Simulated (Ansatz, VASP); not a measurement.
## One calculation of Ge3Pd, two programs

```
Pd Ge
1.0
     4.08604    0.00000    0.00000
     0.00000    4.08604    0.00000
     0.00000    0.00000    4.08604
Pd Ge
1 3
Direct
  0.00000 0.00000 0.00000
  0.50000 0.50000 0.00000
  0.50000 0.00000 0.50000
  0.00000 0.50000 0.50000
```

Change from the starting cell: volume scaled by 0.96.

Alike in both runs: task single point; functional PBEsol; k mesh 7 × 7 × 7; occupations fermi-dirac, width 0.05 eV; no spin polarisation.

```csv
,VASP,Ansatz
version,VASP 6.6.1,Ansatz 0.2.0
potentials or method,"VASP PAW PBE potentials, release 64 (Pd, Ge_d), cutoff 520 eV","all-electron LAPW, scalar-relativistic"
```

|  | VASP | Ansatz | Ansatz less VASP |
| --- | --- | --- | --- |
| gap on the k mesh at the Fermi level (eV) | none | none | - |
| pressure (GPa) | -1.1 | -1.1 | -0.04 |

VASP's potentials were made for PBE, not for PBEsol. A gap of «none» marks a metal or a gap that the smearing closes. Ansatz ran all-electron here, and VASP with PAW potentials.
